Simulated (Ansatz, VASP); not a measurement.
One calculation of MgO, two programs

```
Mg O
1.0
     0.00000    2.12450    2.12450
     2.12450    0.00000    2.12450
     2.12450    2.12450    0.00000
Mg O
1 1
Direct
  0.00000 0.00000 0.00000
  0.50000 0.50000 0.50000
```

Alike in both runs: task single point; functional PBE; k mesh 8 × 8 × 8; occupations gaussian, width 0.1 eV; no spin polarisation.

```csv
,VASP,Ansatz
version,VASP 6.6.1,Ansatz 0.2.0
potentials or method,"VASP PAW PBE potentials, release 64 (Mg, O), cutoff 520 eV","scalar-relativistic, plane waves, PAW"
valence electrons in the cell,8,16
```

```tsv
	VASP	Ansatz	Ansatz less VASP
gap on the k mesh at the Fermi level (eV)	4.48	4.50	+0.020
least direct gap on the mesh (eV)	4.48	4.50	+0.020
pressure (GPa)	-0.2	0.6	+0.80
```

VASP's potentials hold 8 valence electrons a cell and Ansatz's 16, so a difference there can come from the potentials and not from the codes.
